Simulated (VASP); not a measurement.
# Te2Mo in VASP: further runs, part 2 of 2

VASP 6.6.1. The steps go on from the part before.

## Step 4: Single point, LDA (strain -0.0300 x Voigt [1, 1, 0, 0, 0, 0])

The input, INCAR:

```
SYSTEM = Te2Mo
ALGO     = Normal         ! electronic algorithm
EDIFF    = 1E-6           ! SCF threshold, eV
ENCUT    = 520            ! plane-wave cutoff, eV
GGA      = CA             ! functional
ISIF     = 2              ! what is computed and relaxed
ISMEAR   = 0              ! smearing method
LASPH    = .TRUE.         ! aspherical terms in the spheres
LCHARG   = .FALSE.        ! write CHGCAR
LREAL    = .FALSE.        ! projectors in reciprocal space
LWAVE    = .FALSE.        ! write WAVECAR
NBANDS   = 20             ! bands
NELM     = 60             ! most SCF steps
PREC     = Accurate       ! precision mode
SIGMA    = 0.05           ! smearing width, eV
```

The input, KPOINTS:

```
k-points
0
G
  12 12 2
  0 0 0
```

The input, POSCAR:

```
Te2Mo
1.0
    3.3625515809      0.0000000000      0.0000000000
   -1.6812757905      2.9120550906      0.0000000000
    0.0000000000      0.0000000000     17.5198113284
Te Mo
2 1
Direct
    0.3333333333      0.6666666667      0.8975342416
    0.3333333333      0.6666666667      0.1024657584
    0.0000000000      0.0000000000      0.0000000000
```

Potentials or basis: VASP PAW LDA potentials, release 64 (Te, Mo_sv).

The run is started by

```bash
$ cat potpaw_LDA.64/Te/POTCAR potpaw_LDA.64/Mo_sv/POTCAR > POTCAR
$ mpirun -np 1 vasp_std > vasp.out
```

OUTCAR:

```text
SYSTEM = Te2Mo
   EDIFF = 1E-6
   ENCUT = 520
   GGA = CA
   ISIF = 2
   ISMEAR = 0
   LASPH = .TRUE.
   LREAL = .FALSE.
   NELM = 60
   PREC = Accurate

 ion  position               nearest neighbor table
   1  0.333  0.667  0.898-   3 2.64   3 2.64   3 2.64   2 3.59
   2  0.333  0.667  0.102-   3 2.64   3 2.64   3 2.64   1 3.59
   3  0.000  0.000  0.000-   1 2.64   2 2.64   1 2.64   2 2.64   1 2.64   2 2.64

  LATTYP: Found a hexagonal cell.
 ALAT       =     3.3625515809
 C/A-ratio  =     5.2102728856

  Lattice vectors:

 A1 = (   3.3625515809,   0.0000000000,   0.0000000000)
 A2 = (  -1.6812757905,   2.9120550906,   0.0000000000)
 A3 = (   0.0000000000,   0.0000000000,  17.5198113284)

Analysis of symmetry for initial positions (statically):
=====================================================================
 Subroutine PRICEL returns:
 Original cell was already a primitive cell.

 Routine SETGRP: Setting up the symmetry group for a
 hexagonal supercell.

 Subroutine GETGRP returns: Found 12 space group operations
 (whereof 12 operations were pure point group operations)
 out of a pool of 24 trial point group operations.

The static configuration has the point symmetry D_3h.

Analysis of symmetry for dynamics (positions and initial velocities):
=====================================================================
 Subroutine PRICEL returns:
 Original cell was already a primitive cell.

 Routine SETGRP: Setting up the symmetry group for a
 hexagonal supercell.

 Subroutine GETGRP returns: Found 12 space group operations
 (whereof 12 operations were pure point group operations)
 out of a pool of 24 trial point group operations.

The dynamic configuration has the point symmetry D_3h.

 Subroutine INISYM returns: Found 12 space group operations
 (whereof 12 operations are pure point group operations),
[... 108 lines left out ...]
   PSTRESS=    0.0 pullay stress
   NELECT =      26.0000    total number of electrons
   NUPDOWN=      -1.0000    fix difference up-down
   EMIN   =  10.00;   EMAX   =-10.00  energy-range for DOS
   EFERMI =   0.00;   METHOD = LEGACY
   ISMEAR =     0;   SIGMA  =   0.05  broadening in eV -4-tet -1-fermi 0-gaus
   EFERMI_NEDOS =   21; number of points for ismear=-14 and -15
   IALGO  =     38    algorithm
   IMIX   =      4    mixing-type and parameters
     AMIX     =   0.40;   BMIX     =  1.00
     AMIX_MAG =   1.60;   BMIX_MAG =  1.00
  volume/ion in A,a.u.               =      57.18       385.90
  Fermi-wavevector in a.u.,A,eV,Ry     =   0.872837  1.649423 10.365530  0.761845
  Thomas-Fermi vector in A             =   1.992143
   LORBIT       =      0    0 simple, 1 ext, 2 COOP (PROOUT), +10 PAW based schemes
   GGA     = CA    functional components
   LHFCALC =     F    Hartree Fock is set to
   AEXX    =    0.0000 exact exchange contribution
   IVDW    =     0    specifies the selected vdW correction
   LEPSILON=     F    determine dielectric tensor
   LRPA    =     F    only Hartree local field effects (RPA)
 non-spin polarized calculation
 Gauss-broadening in eV      SIGMA  =   0.05
  energy-cutoff  :      520.00
  volume of cell :      171.55
 maximum number of plane-waves:      4661
 NGX is ok and might be reduce to    28
   NGX = 13   NGY = 13   NGZ = 65

 number of electron      26.0000000 magnetization

 Free energy of the ion-electron system (eV)
  ---------------------------------------------------
  ext. energy  EPLUGINS =         0.00000000
  ---------------------------------------------------
  free energy    TOTEN  =       -20.36415362 eV

  energy without entropy =      -20.36415362  energy(sigma->0) =      -20.36415362

 E-fermi :   0.9482     XC(G=0):  -5.0692

 val. band max:        0.6227310658   @ k =   0.5000  -0.0000   0.5000
 cond. band min:       1.8327678699   @ k =   0.2500   0.1667   0.0000
 fundamental gap:      1.2100368041
 Fermi energy:         0.9481857413

 k-point     1 :       0.0000    0.0000    0.0000
  band No.  band energies     occupation
      1     -59.5781      2.00000
      2     -34.0566      2.00000
      3     -33.7772      2.00000
      4     -33.7772      2.00000
      5     -12.7568      2.00000
      6     -11.7260      2.00000
[... 541 lines left out ...]
     19       6.6810      0.00000
     20       6.8227      0.00000

 [... further k-points ...]
[... 5 lines left out ...]
  --------------------------------------------------------------------------------------
  -------------------------------------------------------------------------------------
  Total        3.4896267      3.4896267      2.5587091     -0.0000000     -0.0000000     -0.0000000
  in kB       32.5905424     32.5905424     23.8964574     -0.0000000     -0.0000000     -0.0000000
  external PRESSURE =      29.6925141 kB  Pullay stress =       0.0000000 kB

 VOLUME and BASIS-vectors are now :
 -----------------------------------------------------------------------------
  energy-cutoff  :      520.00
  volume of cell :      171.55
      direct lattice vectors                 reciprocal lattice vectors
     3.362551581  0.000000000  0.000000000     0.297393207  0.171700048  0.000000000
    -1.681275790  2.912055091  0.000000000     0.000000000  0.343400097  0.000000000
     0.000000000  0.000000000 17.519811328     0.000000000  0.000000000  0.057078240

 POSITION                                       TOTAL-FORCE (eV/Angst)
 -----------------------------------------------------------------------------------
     -0.00000      1.94137     15.72463        -0.000000      0.000000     -0.716704
     -0.00000      1.94137      1.79518         0.000000     -0.000000      0.716704
      0.00000      0.00000      0.00000         0.000000     -0.000000      0.000000
 -----------------------------------------------------------------------------------
    total drift:                                0.000000     -0.000000     -0.000000

  FREE ENERGIE OF THE ION-ELECTRON SYSTEM (eV)
  ---------------------------------------------------
  free  energy   TOTEN  =       -20.3641536241 eV

  energy  without entropy=      -20.3641536241  energy(sigma->0) =      -20.36415362
```

Run time: 5.4 min. Hardware: 1 thread of Intel Xeon 8259CL, shared host; peak memory 0.33 GiB.

What came out:

- Free energy: -20.3642 eV
- Largest force: 0.717 eV/Å
- Band gap on the k mesh: 1.21 eV (least direct gap 1.50 eV)

Forces on the atoms (eV/Å):
```
Te   0.000  0.000 -0.717
Te   0.000  0.000  0.717
Mo   0.000  0.000  0.000
```

Levels at points of the mesh, in eV from the valence-band top:
| k point | band 10 | band 11 | band 12 | band 13 | band 14 | band 15 | band 16 | band 17 |
| --- | --- | --- | --- | --- | --- | --- | --- | --- |
| (0.00, 0.00, 0.00) | -1.70 | -0.94 | -0.81 | -0.81 | 3.71 | 3.71 | 4.06 | 4.06 |
| (0.50, 0.00, 0.00) | -2.45 | -1.94 | -0.92 | 0.00 | 1.76 | 1.93 | 3.50 | 4.13 |
| (0.00, 0.00, 0.50) | -1.70 | -0.94 | -0.81 | -0.81 | 3.71 | 3.71 | 4.06 | 4.06 |
| (0.50, 0.00, 0.50) | -2.45 | -1.94 | -0.92 | 0.00 | 1.76 | 1.93 | 3.50 | 4.13 |

Caveat: the cell differs from its parent crystal (strain -0.0300 x Voigt [1, 1, 0, 0, 0, 0]); there is no dipole correction, which matters where the two faces differ; spin-orbit coupling is left out, which moves the levels of the heavy elements.

## Step 5: Single point, LDA (strain +0.0150 x Voigt [1, 1, 0, 0, 0, 0])

The input, INCAR:

```
PREC = Accurate ; ENCUT = 520
EDIFF = 1E-7 ; ISMEAR = 0
SIGMA = 0.05 ; LREAL = F
LASPH = T ; NELM = 80
ALGO = Normal ; ISIF = 2
LWAVE = F ; LCHARG = F
NBANDS = 20
```

The input, KPOINTS:

```
regular mesh
0
Gamma
  12 12 2
```

The input, POSCAR:

```
Te2Mo
1.0
    3.5185462418      0.0000000000      0.0000000000
   -1.7592731209      3.0471504298      0.0000000000
    0.0000000000      0.0000000000     17.5198113284
Te Mo
2 1
Direct
    0.3333333333      0.6666666667      0.8975342416
    0.3333333333      0.6666666667      0.1024657584
    0.0000000000      0.0000000000      0.0000000000
```

The run is started by

```bash
$ cat potpaw_LDA.64/Te/POTCAR potpaw_LDA.64/Mo_sv/POTCAR > POTCAR
$ mpirun -np 1 vasp_std > vasp.out
```

Wall time 5.1 min (1 thread of Intel Xeon 8259CL, shared host); peak memory 0.34 GiB.

Results (log left out):

| Item | Value |
| --- | --- |
| Free energy | -20.4531 eV |
| Largest force | 0.232 eV/Å |
| Band gap on the k mesh | 1.13 eV |

Forces in eV/Å, atoms in the order of the input:
```
Te   0.000  0.000  0.232
Te   0.000  0.000 -0.232
Mo   0.000  0.000  0.000
```

Levels at points of the mesh, in eV from the valence-band top:
```csv
k point,band 10,band 11,band 12,band 13,band 14,band 15,band 16,band 17
"(0.00, 0.00, 0.00)",-1.66,-0.86,-0.86,-0.47,3.19,3.19,3.49,3.49
"(0.50, 0.00, 0.00)",-2.30,-1.60,-0.72,-0.24,1.47,1.80,3.35,3.80
"(0.00, 0.00, 0.50)",-1.66,-0.86,-0.86,-0.47,3.19,3.19,3.49,3.49
"(0.50, 0.00, 0.50)",-2.30,-1.60,-0.72,-0.24,1.47,1.80,3.35,3.80
```

Caveat: the cell differs from its parent crystal (strain +0.0150 x Voigt [1, 1, 0, 0, 0, 0]); there is no dipole correction, which matters where the two faces differ; spin-orbit coupling is left out, which moves the levels of the heavy elements.

## Step 6: Single point, LDA (strain +0.0300 x Voigt [1, 1, 0, 0, 0, 0])

The input, INCAR:

```
  PREC = Accurate
  ENCUT = 520
  EDIFF = 1E-6
  ISMEAR = 0
  SIGMA = 0.05
  LREAL = False
  LASPH = True
  NELM = 60
  ALGO = Normal
  ISIF = 2
  LWAVE = False
  LCHARG = False
  NBANDS = 20
```

KPOINTS is that of step 5.

The input, POSCAR:

```
Te2Mo
1.0
    3.5705444622      0.0000000000      0.0000000000
   -1.7852722311      3.0921822096      0.0000000000
    0.0000000000      0.0000000000     17.5198113284
Te Mo
2 1
Direct
    0.3333333333      0.6666666667      0.8975342416
    0.3333333333      0.6666666667      0.1024657584
    0.0000000000      0.0000000000      0.0000000000
```

Potentials or basis: VASP PAW LDA potentials, release 64 (Te, Mo_sv).

The run is started by

```bash
$ cat potpaw_LDA.64/Te/POTCAR potpaw_LDA.64/Mo_sv/POTCAR > POTCAR
$ mpirun -np 1 vasp_std > vasp.out
```

Wall time 5.3 min (1 thread of Intel Xeon 8259CL, shared host); peak memory 0.34 GiB.

The run converged. Its results:

```
Free energy            : -20.3932 eV
Largest force          : 0.488 eV/Å
Band gap on the k mesh : 1.03 eV
```

Forces on the atoms (eV/Å):
```
Te   0.000  0.000  0.488
Te   0.000  0.000 -0.488
Mo   0.000  0.000  0.000
```

Levels at points of the mesh, in eV from the valence-band top:
```
           k point  band 10  band 11  band 12  band 13  band 14  band 15  band 16  band 17
(0.00, 0.00, 0.00)    -1.59    -0.89    -0.89    -0.36     3.02     3.02     3.31     3.31
(0.50, 0.00, 0.00)    -2.27    -1.51    -0.67    -0.34     1.37     1.71     3.27     3.67
(0.00, 0.00, 0.50)    -1.59    -0.89    -0.89    -0.36     3.02     3.02     3.31     3.31
(0.50, 0.00, 0.50)    -2.27    -1.51    -0.67    -0.34     1.37     1.71     3.27     3.67
```

Caveat: the cell differs from its parent crystal (strain +0.0300 x Voigt [1, 1, 0, 0, 0, 0]); there is no dipole correction, which matters where the two faces differ; spin-orbit coupling is left out, which moves the levels of the heavy elements.

## Step 7: Summary

| cell | gap on the mesh (eV) | largest force (eV/Å) |
| --- | --- | --- |
| a = 3.259, b = 3.259, c = 17.520 Å, angles 90.0, 90.0, 120.0°, 3 atoms | 0.90 | 1.52 |
| a = 3.311, b = 3.311, c = 17.520 Å, angles 90.0, 90.0, 120.0°, 3 atoms | 1.06 | 1.10 |
| a = 3.363, b = 3.363, c = 17.520 Å, angles 90.0, 90.0, 120.0°, 3 atoms | 1.21 | 0.72 |
| a = 3.519, b = 3.519, c = 17.520 Å, angles 90.0, 90.0, 120.0°, 3 atoms | 1.13 | 0.23 |
| a = 3.571, b = 3.571, c = 17.520 Å, angles 90.0, 90.0, 120.0°, 3 atoms | 1.03 | 0.49 |

Alike in all rows: task single point; level LDA; potentials or basis VASP PAW LDA potentials, release 64 (Te, Mo_sv); no spin polarisation; k mesh 12 × 12 × 2; cutoff (eV) 520; smearing gaussian 0.05 eV.

Caveats: there is no dipole correction, which matters where the two faces differ; spin-orbit coupling is left out, which moves the levels of the heavy elements.

Absolute energies hang on the potentials; compare differences alone.
